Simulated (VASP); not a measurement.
Input of a VASP 6.6.1 run:

File INCAR:

```
ALGO = Normal
EDIFF = 1E-6
ENCUT = 520
GGA = PE
ISIF = 2
ISMEAR = 0
LASPH = T
LCHARG = F
LREAL = F
LWAVE = F
NBANDS = 28
NELM = 60
PREC = Accurate
SIGMA = 0.1
```

Contents of KPOINTS:

```
k-points
0
Gamma
  16 16 4
```

POSCAR

```
SiGe2C2
1.0
    1.2905469480     -2.7269097635      0.0000000000
    1.2905469480      2.7269097635      0.0000000000
    0.0000000000      0.0000000000     13.0537495270
Si Ge C
1 2 2
Direct
    0.0000000000      0.0000000000      0.5000000000
    0.0000000000      0.0000000000      0.3032577056
    0.0000000000      0.0000000000      0.6967422944
    0.0000000000      0.5000000000      0.0000000000
    0.5000000000      0.0000000000      0.0000000000
```

Potentials or basis: VASP PAW PBE potentials, release 64 (Si, Ge_d, C).

Run with:

```console
$ cat potpaw_PBE.64/Si/POTCAR potpaw_PBE.64/Ge_d/POTCAR potpaw_PBE.64/C/POTCAR > POTCAR
$ mpirun -np 1 vasp_std > vasp.out
```

Q: Estimate the pressure.

A: 0.0 GPa.

Q: Predict the band gap on the k mesh.

A: Zero (bands 20 and 21 overlap by 5.54 eV).
